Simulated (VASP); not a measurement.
SnSe2:

```
Sn Se
1.0
     3.81100    0.00000    0.00000
    -1.90550    3.30042    0.00000
     0.00000    0.00000    6.13600
Sn Se
1 2
Direct
  0.00000 0.00000 0.00000
  0.33333 0.66667 0.24900
  0.66667 0.33333 0.75100
```

```yaml
Program: VASP 6.6.1
Task: relaxation of cell and atoms
Functional: RPBE
Potentials_or_basis: VASP PAW PBE potentials, release 64 (Sn_d, Se)
Cutoff: 600 eV
k_mesh: 6 × 6 × 4
Occupations: gaussian, width 0.01 eV
Spin: no spin polarisation
```

At the start: pressure 7.5 GPa; volume 25.73 Å³/atom.

Question: Where does the relaxation end?

Answer: Over 14 steps the energy falls by 94.1 meV/atom and the volume is 36.30 Å³/atom (+41.1 %); space group P-3m1 (No. 164, to 0.05 Å).

Step by step:
| step | energy change (eV) | largest force (eV/Å) | pressure (GPa) | volume (Å³) |
| --- | --- | --- | --- | --- |
| 1 | 0.0000 | 0.8400 | 7.49 | 77.18 |
| 2 | -0.0907 | 0.8522 | -3.43 | 91.41 |
| 3 | -0.1828 | 0.2512 | 0.16 | 84.92 |
| 4 | -0.1828 | 0.2330 | 0.28 | 84.76 |
| 5 | -0.1891 | 0.2115 | 0.24 | 85.28 |
| 6 | -0.2054 | 0.1433 | 0.16 | 86.83 |
| 7 | -0.2279 | 0.0010 | 0.11 | 89.98 |
| 8 | -0.2340 | 0.3239 | 0.36 | 96.38 |
| 9 | -0.2382 | 0.3002 | 0.27 | 96.96 |
| 10 | -0.2488 | 0.2321 | 0.02 | 98.67 |
| 11 | -0.2631 | 0.1058 | -0.41 | 102.09 |
| 12 | -0.2710 | 0.1106 | -1.01 | 108.90 |
| 13 | -0.2811 | 0.0533 | -0.40 | 108.91 |
| 14 | -0.2824 | 0.0241 | -0.10 | 108.90 |

Final structure:
```cif
data_structure
_symmetry_space_group_name_H-M 'P 1'
_symmetry_Int_Tables_number 1
_cell_length_a 3.9183
_cell_length_b 3.9183
_cell_length_c 8.1905
_cell_angle_alpha 90.000
_cell_angle_beta 90.000
_cell_angle_gamma 120.000
_cell_volume 108.90
loop_
_atom_site_label
_atom_site_type_symbol
_atom_site_fract_x
_atom_site_fract_y
_atom_site_fract_z
_atom_site_occupancy
Sn1 Sn 0.00000 0.00000 0.00000 1
Se1 Se 0.33333 0.66667 0.19518 1
Se2 Se 0.66667 0.33333 0.80482 1
```

Caveat: the volume moved by over 15 % at a fixed basis, so the end points are rough; the PAW data sets were made with another functional, which shifts forces and pressure a little; this functional lacks dispersion, which binds the layers, so the pressure and a relaxed spacing across them are unreliable; the volume moved by +41 % from the deposited cell, more than functionals usually miss; the relaxation stopped at a loose force limit of 0.05 eV/Å, so its end isn't a converged minimum.
